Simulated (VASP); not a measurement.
# Zn (Fm-3m) in VASP: a series of runs, part 2 of 2

VASP 6.6.1. The steps go on from the part before.

### Step 4. Single point, PBEsol (volume scaled by 1.08)

The input, INCAR:

```
ALGO = Normal
EDIFF = 1E-6
ENCUT = 520
GGA = PS
ISIF = 2
ISMEAR = -1
LASPH = T
LCHARG = F
LREAL = F
LWAVE = F
NBANDS = 12
NELM = 100
PREC = Accurate
SIGMA = 0.1
```

The input, KPOINTS:

```
k-points
0
Gamma
  16 16 16
```

The input, POSCAR:

```
Zn
1.0
    0.0000000000      1.9714506890      1.9714506890
    1.9714506890      0.0000000000      1.9714506890
    1.9714506890      1.9714506890      0.0000000000
Zn
1
Direct
    0.0000000000      0.0000000000      0.0000000000
```

Potentials or basis: VASP PAW PBE potentials, release 64 (Zn).

Launch:

```
> cat potpaw_PBE.64/Zn/POTCAR > POTCAR
> mpirun -np 1 vasp_std > vasp.out
```

OUTCAR:

```text
EDIFF = 1E-6
   ENCUT = 520
   GGA = PS
   ISIF = 2
   ISMEAR = -1
   LASPH = T
   LREAL = F
   NELM = 100
   PREC = Accurate

 ion  position               nearest neighbor table
   1  0.000  0.000  0.000-

  LATTYP: Found a face centered cubic cell.
 ALAT       =     3.9429013780

  Lattice vectors:

 A1 = (   0.0000000000,   1.9714506890,   1.9714506890)
 A2 = (   1.9714506890,   0.0000000000,   1.9714506890)
 A3 = (   1.9714506890,   1.9714506890,   0.0000000000)

Analysis of symmetry for initial positions (statically):
=====================================================================
 Subroutine PRICEL returns:
 Original cell was already a primitive cell.

 Routine SETGRP: Setting up the symmetry group for a
 face centered cubic supercell.

 Subroutine GETGRP returns: Found 48 space group operations
 (whereof 48 operations were pure point group operations)
 out of a pool of 48 trial point group operations.

The static configuration has the point symmetry O_h .

Analysis of symmetry for dynamics (positions and initial velocities):
=====================================================================
 Subroutine PRICEL returns:
 Original cell was already a primitive cell.

 Routine SETGRP: Setting up the symmetry group for a
 face centered cubic supercell.

 Subroutine GETGRP returns: Found 48 space group operations
 (whereof 48 operations were pure point group operations)
 out of a pool of 48 trial point group operations.

The dynamic configuration has the point symmetry O_h .

 Subroutine INISYM returns: Found 48 space group operations
 (whereof 48 operations are pure point group operations),
 and found     1 'primitive' translations

----------------------------------------------------------------------------------------

                                     Primitive cell

  volume of cell :      15.3246

  direct lattice vectors                    reciprocal lattice vectors
     0.000000000  1.971450689  1.971450689    -0.253620343  0.253620343  0.253620343
     1.971450689  0.000000000  1.971450689     0.253620343 -0.253620343  0.253620343
     1.971450689  1.971450689  0.000000000     0.253620343  0.253620343 -0.253620343

  length of vectors
     2.788052302  2.788052302  2.788052302     0.439283320  0.439283320  0.439283320

  position of ions in fractional coordinates (direct lattice)
     0.000000000  0.000000000  0.000000000

  ion indices of the primitive-cell ions
   primitive index   ion index
                 1           1

----------------------------------------------------------------------------------------

 KPOINTS: k-points

Automatic generation of k-mesh.
 Grid dimensions read from file:
 generate k-points for:   16   16   16

 Generating k-lattice:

  Cartesian coordinates                     Fractional coordinates (reciprocal lattice)
    -0.015851271  0.015851271  0.015851271     0.062500000  0.000000000  0.000000000
     0.015851271 -0.015851271  0.015851271     0.000000000  0.062500000  0.000000000
     0.015851271  0.015851271 -0.015851271     0.000000000  0.000000000  0.062500000

  Length of vectors
     0.027455207  0.027455207  0.027455207

  Shift w.r.t. Gamma in fractional coordinates (k-lattice)
     0.000000000  0.000000000  0.000000000

 Subroutine IBZKPT returns following result:
 ===========================================

 Found    145 irreducible k-points:

 Following reciprocal coordinates:
            Coordinates               Weight
  0.000000  0.000000  0.000000      1.000000
  0.062500  0.000000  0.000000      8.000000
  0.125000  0.000000  0.000000      8.000000
  0.187500  0.000000  0.000000      8.000000
  0.250000  0.000000  0.000000      8.000000
  0.312500  0.000000  0.000000      8.000000
[... 16 lines left out ...]
 -0.125000  0.062500  0.000000     24.000000
 -0.062500  0.062500  0.000000     12.000000
 [... further k-points ...]
   k-points           NKPTS =    145   k-points in BZ     NKDIM =    145   number of bands    NBANDS=     12
   number of dos      NEDOS =    301   number of ions     NIONS =      1
   total plane-waves  NPLWV =  13824
   dimension x,y,z NGX =    24 NGY =   24 NGZ =   24
   dimension x,y,z NGXF=    48 NGYF=   48 NGZF=   48
   ions per type =               1
   NGX,Y,Z   is equivalent  to a cutoff of  14.31, 14.31, 14.31 a.u.
   NGXF,Y,Z  is equivalent  to a cutoff of  28.62, 28.62, 28.62 a.u.
 SYSTEM =  unknown system
   PREC   = accura    normal or accurate (medium, high low for compatibility)
   ISTART =      0    job   : 0-new  1-cont  2-samecut
   ICHARG =      2    charge: 1-file 2-atom 10-const
   ISPIN  =      1    spin polarized calculation?
   LNONCOLLINEAR =      F non collinear calculations
   LSORBIT =      F    spin-orbit coupling
   LASPH  =      T    aspherical Exc in radial PAW
   ENCUT  =  520.0 eV  38.22 Ry    6.18 a.u.   5.18  5.18  5.18*2*pi/ulx,y,z
   NELM   =    100;   NELMIN=  2; NELMDL= -5     # of ELM steps
   EDIFF  = 0.1E-05   stopping-criterion for ELM
   LREAL  =      F    real-space projection
   EDIFFG = 0.1E-04   stopping-criterion for IOM
   NSW    =      0    number of steps for IOM
   IBRION =     -1    ionic relax: 0-MD 1-quasi-New 2-CG
   NFREE  =      0    steps in history (QN), initial steepest desc. (CG)
   ISIF   =      2    stress and relaxation
   ISYM   =      2    0-nonsym 1-usesym 2-fastsym
   POTIM  = 0.5000    time-step for ionic-motion
   TEBEG  =    0.0;   TEEND  =   0.0 temperature during run
   PSTRESS=    0.0 pullay stress
   NELECT =      12.0000    total number of electrons
   NUPDOWN=      -1.0000    fix difference up-down
   EMIN   =  10.00;   EMAX   =-10.00  energy-range for DOS
   EFERMI =   0.00;   METHOD = LEGACY
   ISMEAR =    -1;   SIGMA  =   0.10  broadening in eV -4-tet -1-fermi 0-gaus
   EFERMI_NEDOS =   21; number of points for ismear=-14 and -15
   IALGO  =     38    algorithm
   IMIX   =      4    mixing-type and parameters
     AMIX     =   0.40;   BMIX     =  1.00
     AMIX_MAG =   1.60;   BMIX_MAG =  1.00
  volume/ion in A,a.u.               =      15.32       103.42
  Fermi-wavevector in a.u.,A,eV,Ry     =   1.508942  2.851488 30.979203  2.276907
  Thomas-Fermi vector in A             =   2.619330
   LORBIT       =      0    0 simple, 1 ext, 2 COOP (PROOUT), +10 PAW based schemes
   GGA     = PS    functional components
   LHFCALC =     F    Hartree Fock is set to
   AEXX    =    0.0000 exact exchange contribution
   IVDW    =     0    specifies the selected vdW correction
   LEPSILON=     F    determine dielectric tensor
   LRPA    =     F    only Hartree local field effects (RPA)
 non-spin polarized calculation
  energy-cutoff  :      520.00
  volume of cell :       15.32
 maximum number of plane-waves:       428
 NGX is ok and might be reduce to    24
   NGX = 11   NGY = 11   NGZ = 11

 number of electron      12.0000006 magnetization

 Free energy of the ion-electron system (eV)
  ---------------------------------------------------
  ext. energy  EPLUGINS =         0.00000000
  ---------------------------------------------------
  free energy    TOTEN  =        -1.54151260 eV

  energy without entropy =       -1.52848841  energy(sigma->0) =       -1.53500050

 E-fermi :   2.8413     XC(G=0): -11.6714

 val. band max:        2.7848446275   @ k =  -0.3750   0.3125   0.0625
 cond. band min:       2.8451920339   @ k =  -0.3750   0.1875   0.0625
 fundamental gap:      0.0603474064
 Fermi energy:         2.8413213695

 k-point     1 :       0.0000    0.0000    0.0000
  band No.  band energies     occupation
      1      -7.4489      2.00000
      2      -4.7206      2.00000
      3      -4.7206      2.00000
      4      -4.7206      2.00000
      5      -4.3448      2.00000
      6      -4.3448      2.00000
      7      20.9397      0.00000
      8      20.9398      0.00000
      9      20.9398      0.00000
     10      21.6772      0.00000
     11      23.7372      0.00000
     12      23.7372      0.00000
[... 331 lines left out ...]
 k-point    24 :      -0.0625    0.0625    0.0000
  band No.  band energies     occupation
      1      -7.1386      2.00000
      2      -4.7508      2.00000
      3      -4.6890      2.00000
      4      -4.6780      2.00000
      5      -4.3705      2.00000
      6      -4.3359      2.00000
      7      17.9014      0.00000
      8      18.0646      0.00000
      9      21.2437      0.00000
     10      21.7451      0.00000
     11      23.9649      0.00000
     12      25.3366      0.00000

 [... further k-points ...]

------------------------ aborting loop because EDIFF is reached ----------------------------------------

  FORCE on cell =-STRESS in cart. coord.  units (eV):
  Direction    XX          YY          ZZ          XY          YZ          ZX
  --------------------------------------------------------------------------------------
  -------------------------------------------------------------------------------------
  Total       -0.5113552     -0.5113552     -0.5113552      0.0000000     -0.0000000      0.0000000
  in kB      -53.4620399    -53.4620399    -53.4620399      0.0000000     -0.0000000      0.0000000
  external PRESSURE =     -53.4620399 kB  Pullay stress =       0.0000000 kB

 VOLUME and BASIS-vectors are now :
 -----------------------------------------------------------------------------
  energy-cutoff  :      520.00
  volume of cell :       15.32
      direct lattice vectors                 reciprocal lattice vectors
     0.000000000  1.971450689  1.971450689    -0.253620343  0.253620343  0.253620343
     1.971450689  0.000000000  1.971450689     0.253620343 -0.253620343  0.253620343
     1.971450689  1.971450689  0.000000000     0.253620343  0.253620343 -0.253620343

 POSITION                                       TOTAL-FORCE (eV/Angst)
 -----------------------------------------------------------------------------------
      0.00000      0.00000      0.00000         0.000000      0.000000      0.000000
 -----------------------------------------------------------------------------------
    total drift:                               -0.000000      0.000000      0.000000

  FREE ENERGIE OF THE ION-ELECTRON SYSTEM (eV)
  ---------------------------------------------------
  free  energy   TOTEN  =        -1.5415126024 eV

  energy  without entropy=       -1.5284884068  energy(sigma->0) =       -1.53500050
```

stdout:

```text
POSCAR found type information on POSCAR Zn
 POSCAR found :  1 types and       1 ions
 scaLAPACK will be used
 -----------------------------------------------------------------------------
|                                                                             |
|                                                                             |
|     You enforced a specific xc type in the INCAR file but a different       |
|     I HOPE YOU KNOW WHAT YOU ARE DOING!                                     |
|                                                                             |
 -----------------------------------------------------------------------------

 LDA part: xc-table for (Slater+PW92), standard interpolation
 POSCAR, INCAR and KPOINTS ok, starting setup
 FFT: planning ... GRIDC
 FFT: planning ... GRID_SOFT
 FFT: planning ... GRID
 WAVECAR not read
 entering main loop
```

Run time: 13 s. Hardware: 1 thread of Intel Xeon Platinum 8488C (Sapphire Rapids), shared host; peak memory 0.15 GiB.

Results:

- Free energy: -1.5415 eV
- Pressure: -5.3 GPa
- Band gap on the k mesh: zero (band 6 reaches 5.07 eV, above the bottom of band 7 at 1.44 eV)

Caveat: the PAW data sets were made with another functional, which shifts forces and pressure a little.

### Step 5. Summary

| cell | gap on the mesh (eV) | pressure (GPa) |
| --- | --- | --- |
| a = 2.717 Å, angles 60.0°, 1 atom | none | 0.1 |
| a = 2.753 Å, angles 60.0°, 1 atom | none | -3.0 |
| a = 2.788 Å, angles 60.0°, 1 atom | none | -5.3 |

Alike in all rows: task single point; level PBEsol; potentials or basis VASP PAW PBE potentials, release 64 (Zn); no spin polarisation; k mesh 16 × 16 × 16; cutoff (eV) 520; smearing fermi-dirac 0.1 eV.

Caveats: the PAW data sets were made with another functional, which shifts forces and pressure a little.

Absolute energies hang on the potentials; compare differences alone.
